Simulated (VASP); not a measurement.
Here is a VASP 6.6.1 calculation.

INCAR

```
ALGO = Normal
EDIFF = 1E-6
ENCUT = 520
GGA = PE
ISIF = 2
ISMEAR = -1
LASPH = T
LCHARG = T
LELF = T
LREAL = F
LVHAR = T
LWAVE = F
NBANDS = 9
NELM = 100
PREC = Accurate
SIGMA = 0.15
```

Contents of KPOINTS:

```
k-points
0
Gamma
  15 15 8
```

File POSCAR:

```
Mg
1.0
    3.2071272454      0.0000000000      0.0000000000
   -1.6035636227      2.7774536677      0.0000000000
    0.0000000000      0.0000000000      5.1634531938
Mg
2
Direct
    0.3333333333      0.6666666667      0.2500000000
    0.6666666667      0.3333333333      0.7500000000
```

Potentials or basis: VASP PAW PBE potentials, release 64 (Mg).

The run is started by

```sh
$ cat potpaw_PBE.64/Mg/POTCAR > POTCAR
$ mpirun -np 1 vasp_std > vasp.out
```

Question: What does it give for the pressure?

Answer: -0.1 GPa.

Question: What does it give for the band gap on the k mesh?

Answer: Zero (band 2 reaches 3.53 eV, above the bottom of band 3 at 1.46 eV).
